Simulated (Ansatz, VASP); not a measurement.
**GeN in VASP and in Ansatz**

```
Ge N
1.0
     2.81556    0.00000    0.00000
     0.00000    2.81556    0.00000
     0.00000    0.00000    2.81494
Ge N
1 1
Direct
  0.50000 0.50000 0.50000
  0.00000 0.00000 0.00000
```

Alike in both runs: functional PBE; k mesh 6 × 6 × 6; occupations gaussian, width 0.2 eV; no spin polarisation.

Ansatz relaxed the structure, and its values are those at the end. VASP's run is a single point on that final structure, the one shown.

```csv
,VASP,Ansatz
version,VASP 6.6.1,Ansatz 0.2.0
potentials or method,"VASP PAW PBE potentials, release 64 (Ge_d, N), cutoff 600 eV","scalar-relativistic, plane waves, PAW"
valence electrons in the cell,19,19
```

|  | VASP | Ansatz | Ansatz less VASP |
| --- | --- | --- | --- |
| gap on the k mesh at the Fermi level (eV) | none | none | - |
| pressure (GPa) | 0.0 | -0.1 | -0.08 |

A gap of «none» marks a metal or a gap that the smearing closes. The functional is the same, so the differences come from potentials, cutoffs and numerics.

The k mesh is coarse, so the values compare programs but aren't converged.
